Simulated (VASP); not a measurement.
# Y (P6_3/mmc) in VASP: a series of runs, part 2 of 2

VASP 6.6.1. Earlier steps stand in the parts before.

## Step 3: Single point, RPBE

This run uses another cell than the first one, of 33.80 Å³/atom.

INCAR reads:

```
SYSTEM = Y
ALGO     = Normal         ! electronic algorithm
EDIFF    = 1E-6           ! SCF threshold, eV
ENCUT    = 520            ! plane-wave cutoff, eV
GGA      = RP             ! functional
ISIF     = 2              ! what is computed and relaxed
ISMEAR   = -1             ! smearing method
LASPH    = .TRUE.         ! aspherical terms in the spheres
LCHARG   = .FALSE.        ! write CHGCAR
LREAL    = .FALSE.        ! projectors in reciprocal space
LWAVE    = .FALSE.        ! write WAVECAR
NBANDS   = 30             ! bands
NELM     = 100            ! most SCF steps
PREC     = Accurate       ! precision mode
SIGMA    = 0.05           ! smearing width, eV
```

KPOINTS reads:

```
k-points
0
G
  8 8 3
  0 0 0
```

POSCAR reads:

```
Y
1.0
    3.6446503959      0.0000000000      0.0000000000
   -1.8223251979      3.1563598307      0.0000000000
    0.0000000000      0.0000000000     11.7515235267
Y
4
Direct
    0.6666666667      0.3333333333      0.7500000000
    0.0000000000      0.0000000000      0.5000000000
    0.3333333333      0.6666666667      0.2500000000
    0.0000000000      0.0000000000      0.0000000000
```

Potentials or basis: VASP PAW PBE potentials, release 64 (Y_sv).

Launch:

```
cat potpaw_PBE.64/Y_sv/POTCAR > POTCAR
mpirun -np 1 vasp_std > vasp.out
```

OUTCAR:

```text
SYSTEM = Y
   EDIFF = 1E-6
   ENCUT = 520
   GGA = RP
   ISIF = 2
   ISMEAR = -1
   LASPH = .TRUE.
   LREAL = .FALSE.
   NELM = 100
   PREC = Accurate

 ion  position               nearest neighbor table
   1  0.667  0.333  0.750-   2 3.61   4 3.61   2 3.61   4 3.61   2 3.61   4 3.61
   2  0.000  0.000  0.500-   1 3.61   3 3.61   3 3.61   1 3.61   1 3.61   3 3.61
   3  0.333  0.667  0.250-   2 3.61   4 3.61   2 3.61   4 3.61   2 3.61   4 3.61
   4  0.000  0.000  0.000-   1 3.61   3 3.61   3 3.61   1 3.61   1 3.61   3 3.61

  LATTYP: Found a hexagonal cell.
 ALAT       =     3.6446503959
 C/A-ratio  =     3.2243211969

  Lattice vectors:

 A1 = (   3.6446503959,   0.0000000000,   0.0000000000)
 A2 = (  -1.8223251979,   3.1563598307,   0.0000000000)
 A3 = (   0.0000000000,   0.0000000000,  11.7515235267)

Analysis of symmetry for initial positions (statically):
=====================================================================
 Subroutine PRICEL returns:
 Original cell was already a primitive cell.

 Routine SETGRP: Setting up the symmetry group for a
 hexagonal supercell.

 Subroutine GETGRP returns: Found 24 space group operations
 (whereof 12 operations were pure point group operations)
 out of a pool of 24 trial point group operations.

The static configuration has the point symmetry D_3d.
 The point group associated with its full space group is D_6h.

Analysis of symmetry for dynamics (positions and initial velocities):
=====================================================================
 Subroutine PRICEL returns:
 Original cell was already a primitive cell.

 Routine SETGRP: Setting up the symmetry group for a
 hexagonal supercell.

 Subroutine GETGRP returns: Found 24 space group operations
 (whereof 12 operations were pure point group operations)
 out of a pool of 24 trial point group operations.

The dynamic configuration has the point symmetry D_3d.
 The point group associated with its full space group is D_6h.

 Subroutine INISYM returns: Found 24 space group operations
 (whereof 12 operations are pure point group operations),
 and found     1 'primitive' translations

----------------------------------------------------------------------------------------

                                     Primitive cell

  volume of cell :     135.1875

  direct lattice vectors                    reciprocal lattice vectors
     3.644650396  0.000000000  0.000000000     0.274374739  0.158410329  0.000000000
    -1.822325198  3.156359831  0.000000000     0.000000000  0.316820658  0.000000000
     0.000000000  0.000000000 11.751523527     0.000000000  0.000000000  0.085095349

  length of vectors
     3.644650396  3.644650396 11.751523527     0.316820658  0.316820658  0.085095349

  position of ions in fractional coordinates (direct lattice)
     0.666666667  0.333333333  0.750000000
     0.000000000  0.000000000  0.500000000
     0.333333333  0.666666667  0.250000000
     0.000000000  0.000000000  0.000000000

  ion indices of the primitive-cell ions
   primitive index   ion index
                 1           1
                 2           2
                 3           3
                 4           4

----------------------------------------------------------------------------------------

 KPOINTS: k-points

Automatic generation of k-mesh.
 Grid dimensions read from file:
 generate k-points for:    8    8    3

 Generating k-lattice:

  Cartesian coordinates                     Fractional coordinates (reciprocal lattice)
     0.034296842  0.019801291  0.000000000     0.125000000  0.000000000  0.000000000
     0.000000000  0.039602582  0.000000000     0.000000000  0.125000000  0.000000000
     0.000000000  0.000000000  0.028365116     0.000000000  0.000000000  0.333333333

  Length of vectors
     0.039602582  0.039602582  0.028365116

  Shift w.r.t. Gamma in fractional coordinates (k-lattice)
     0.000000000  0.000000000  0.000000000

 Subroutine IBZKPT returns following result:
 ===========================================

 Found     20 irreducible k-points:

 Following reciprocal coordinates:
            Coordinates               Weight
  0.000000  0.000000  0.000000      1.000000
  0.125000  0.000000  0.000000      6.000000
  0.250000  0.000000  0.000000      6.000000
  0.375000  0.000000  0.000000      6.000000
  0.500000  0.000000  0.000000      3.000000
  0.125000  0.125000  0.000000      6.000000
[... 12 lines left out ...]
  0.250000  0.250000  0.333333     12.000000
  0.375000  0.250000  0.333333     12.000000
   k-points           NKPTS =     20   k-points in BZ     NKDIM =     20   number of bands    NBANDS=     30
   number of dos      NEDOS =    301   number of ions     NIONS =      4
   total plane-waves  NPLWV =  70560
   dimension x,y,z NGX =    28 NGY =   28 NGZ =   90
   dimension x,y,z NGXF=    56 NGYF=   56 NGZF=  180
   ions per type =               4
   NGX,Y,Z   is equivalent  to a cutoff of  12.77, 12.77, 12.73 a.u.
   NGXF,Y,Z  is equivalent  to a cutoff of  25.54, 25.54, 25.46 a.u.
 SYSTEM =  Y
   PREC   = accura    normal or accurate (medium, high low for compatibility)
   ISTART =      0    job   : 0-new  1-cont  2-samecut
   ICHARG =      2    charge: 1-file 2-atom 10-const
   ISPIN  =      1    spin polarized calculation?
   LNONCOLLINEAR =      F non collinear calculations
   LSORBIT =      F    spin-orbit coupling
   LASPH  =      T    aspherical Exc in radial PAW
   ENCUT  =  520.0 eV  38.22 Ry    6.18 a.u.   6.78  6.78 21.85*2*pi/ulx,y,z
   NELM   =    100;   NELMIN=  2; NELMDL= -5     # of ELM steps
   EDIFF  = 0.1E-05   stopping-criterion for ELM
   LREAL  =      F    real-space projection
   EDIFFG = 0.1E-04   stopping-criterion for IOM
   NSW    =      0    number of steps for IOM
   IBRION =     -1    ionic relax: 0-MD 1-quasi-New 2-CG
   NFREE  =      0    steps in history (QN), initial steepest desc. (CG)
   ISIF   =      2    stress and relaxation
   ISYM   =      2    0-nonsym 1-usesym 2-fastsym
   POTIM  = 0.5000    time-step for ionic-motion
   TEBEG  =    0.0;   TEEND  =   0.0 temperature during run
   PSTRESS=    0.0 pullay stress
   NELECT =      44.0000    total number of electrons
   NUPDOWN=      -1.0000    fix difference up-down
   EMIN   =  10.00;   EMAX   =-10.00  energy-range for DOS
   EFERMI =   0.00;   METHOD = LEGACY
   ISMEAR =    -1;   SIGMA  =   0.05  broadening in eV -4-tet -1-fermi 0-gaus
   EFERMI_NEDOS =   21; number of points for ismear=-14 and -15
   IALGO  =     38    algorithm
   IMIX   =      4    mixing-type and parameters
     AMIX     =   0.40;   BMIX     =  1.00
     AMIX_MAG =   1.60;   BMIX_MAG =  1.00
  volume/ion in A,a.u.               =      33.80       228.07
  Fermi-wavevector in a.u.,A,eV,Ry     =   1.126108  2.128036 17.253822  1.268120
  Thomas-Fermi vector in A             =   2.262789
   LORBIT       =      0    0 simple, 1 ext, 2 COOP (PROOUT), +10 PAW based schemes
   GGA     = RP    functional components
   LHFCALC =     F    Hartree Fock is set to
   AEXX    =    0.0000 exact exchange contribution
   IVDW    =     0    specifies the selected vdW correction
   LEPSILON=     F    determine dielectric tensor
   LRPA    =     F    only Hartree local field effects (RPA)
 non-spin polarized calculation
  energy-cutoff  :      520.00
  volume of cell :      135.19
 maximum number of plane-waves:      3653
 NGX is ok and might be reduce to    28
   NGX = 13   NGY = 13   NGZ = 43

 number of electron      43.9999999 magnetization

 Free energy of the ion-electron system (eV)
  ---------------------------------------------------
  ext. energy  EPLUGINS =         0.00000000
  ---------------------------------------------------
  free energy    TOTEN  =       -24.41630318 eV

  energy without entropy =      -24.35461060  energy(sigma->0) =      -24.38545689

 E-fermi :   2.9908     XC(G=0):  -9.2242

 val. band max:        2.9830425532   @ k =   0.2500   0.2500   0.3333
 cond. band min:       2.9947983019   @ k =   0.5000   0.0000   0.3333
 fundamental gap:      0.0117557487
 Fermi energy:         2.9908386492

 k-point     1 :       0.0000    0.0000    0.0000
  band No.  band energies     occupation
      1     -39.8204      2.00000
      2     -39.7990      2.00000
      3     -39.7820      2.00000
      4     -39.7604      2.00000
      5     -20.0410      2.00000
      6     -19.8094      2.00000
[... 649 lines left out ...]
     29       5.2704      0.00000
     30       5.4166      0.00000

------------------------ aborting loop because EDIFF is reached ----------------------------------------

  FORCE on cell =-STRESS in cart. coord.  units (eV):
  Direction    XX          YY          ZZ          XY          YZ          ZX
  --------------------------------------------------------------------------------------
  -------------------------------------------------------------------------------------
  Total       -0.0479861     -0.0479861     -0.1177376     -0.0000000     -0.0000000      0.0000000
  in kB       -0.5687088     -0.5687088     -1.3953700     -0.0000000     -0.0000000      0.0000000
  external PRESSURE =      -0.8442625 kB  Pullay stress =       0.0000000 kB

 VOLUME and BASIS-vectors are now :
 -----------------------------------------------------------------------------
  energy-cutoff  :      520.00
  volume of cell :      135.19
      direct lattice vectors                 reciprocal lattice vectors
     3.644650396  0.000000000  0.000000000     0.274374739  0.158410329  0.000000000
    -1.822325198  3.156359831  0.000000000     0.000000000  0.316820658  0.000000000
     0.000000000  0.000000000 11.751523527     0.000000000  0.000000000  0.085095349

 POSITION                                       TOTAL-FORCE (eV/Angst)
 -----------------------------------------------------------------------------------
      1.82233      1.05212      8.81364         0.000000      0.000000      0.000000
      0.00000      0.00000      5.87576         0.000000      0.000000      0.000000
     -0.00000      2.10424      2.93788        -0.000000      0.000000     -0.000000
      0.00000      0.00000      0.00000         0.000000      0.000000      0.000000
 -----------------------------------------------------------------------------------
    total drift:                                0.000000     -0.000000      0.000000

  FREE ENERGIE OF THE ION-ELECTRON SYSTEM (eV)
  ---------------------------------------------------
  free  energy   TOTEN  =       -24.4163031806 eV

  energy  without entropy=      -24.3546105954  energy(sigma->0) =      -24.38545689
```

It took 46 s on 1 thread of Intel Xeon 6975P-C (Granite Rapids), shared host; peak memory 0.27 GiB.

What came out:

```
Free energy            : -24.4163 eV
Pressure               : -0.1 GPa
Band gap on the k mesh : zero (bands 22 and 23 overlap by 1.07 eV)
```

Levels at points of the mesh, in eV from the Fermi level:
```csv
k point,band 20,band 21,band 22,band 23,band 24,band 25
"(0.00, 0.00, 0.00)",-1.87,0.58,0.77,0.83,1.62,1.62
"(0.50, 0.00, 0.00)",-1.18,-0.51,-0.41,-0.30,0.34,0.79
```

Caveat: the PAW data sets were made with another functional, which shifts forces and pressure a little.

## Step 4: Single point, r2SCAN

This run uses another cell than the first one, of 33.23 Å³/atom.

POSCAR reads:

```
Y
1.0
    3.6295204251      0.0000000000      0.0000000000
   -1.8147602125      3.1432568916      0.0000000000
    0.0000000000      0.0000000000     11.6498621948
Y
4
Direct
    0.6666666667      0.3333333333      0.7500000000
    0.0000000000      0.0000000000      0.5000000000
    0.3333333333      0.6666666667      0.2500000000
    0.0000000000      0.0000000000      0.0000000000
```

INCAR.step1 reads:

```
PREC = Accurate ; ENCUT = 520
ISMEAR = -1 ; SIGMA = 0.05
LREAL = False ; LASPH = True
NELM = 80 ; NBANDS = 30
GGA = PE ; ALGO = Normal
EDIFF = 1E-4 ; LWAVE = True
LCHARG = False
```

INCAR.step2 reads:

```
PREC = Accurate ; ENCUT = 520
EDIFF = 1E-7 ; ISMEAR = -1
SIGMA = 0.05 ; LREAL = False
LASPH = True ; NELM = 80
ALGO = Normal ; ISIF = 2
LWAVE = False ; LCHARG = False
METAGGA = R2SCAN ; LMIXTAU = True
NBANDS = 30 ; ISTART = 1
```

KPOINTS reads:

```
Automatic mesh
0
Gamma
  8 8 3
```

Launch:

```
cat potpaw_PBE.64/Y_sv/POTCAR > POTCAR
cp INCAR.step1 INCAR
mpirun -np 1 vasp_std > vasp.out
cp INCAR.step2 INCAR
mpirun -np 1 vasp_std > vasp.out
```

Run time: 3.1 min. Hardware: 1 thread of Intel Xeon 6975P-C (Granite Rapids), shared host; peak memory 0.3 GiB.

Results (log left out):

```yaml
Free_energy: -81.0201 eV
Pressure: 0.1 GPa
Band_gap_on_the_k_mesh: zero (bands 22 and 23 overlap by 1.24 eV)
```

Levels at points of the mesh, in eV from the Fermi level:
```csv
k point,band 18,band 19,band 20,band 21,band 22,band 23,band 24,band 25,band 26,band 27
"(0.00, 0.00, 0.00)",-3.51,-3.49,-1.92,0.52,0.89,0.95,1.84,1.84,1.91,1.91
"(0.50, 0.00, 0.00)",-1.78,-1.33,-1.24,-0.55,-0.40,-0.35,0.30,0.93,1.33,1.74
```

Caveat: the PAW data sets were made with another functional, which shifts forces and pressure a little.

## Step 5: Summary

| level | cell | gap on the mesh (eV) | pressure (GPa) |
| --- | --- | --- | --- |
| revPBE | a = 3.631, b = 3.631, c = 11.710 Å, angles 90.0, 90.0, 120.0°, 4 atoms | none | -0.1 |
| RPBE | a = 3.645, b = 3.645, c = 11.752 Å, angles 90.0, 90.0, 120.0°, 4 atoms | none | -0.1 |
| r2SCAN | a = 3.630, b = 3.630, c = 11.650 Å, angles 90.0, 90.0, 120.0°, 4 atoms | none | 0.1 |

Alike in all rows: task single point; potentials or basis VASP PAW PBE potentials, release 64 (Y_sv); no spin polarisation; k mesh 8 × 8 × 3; cutoff (eV) 520; smearing fermi-dirac 0.05 eV.

Caveats: the PAW data sets were made with another functional, which shifts forces and pressure a little.

Total energies depend on the potentials used, so only differences within one code and one set of settings carry meaning.
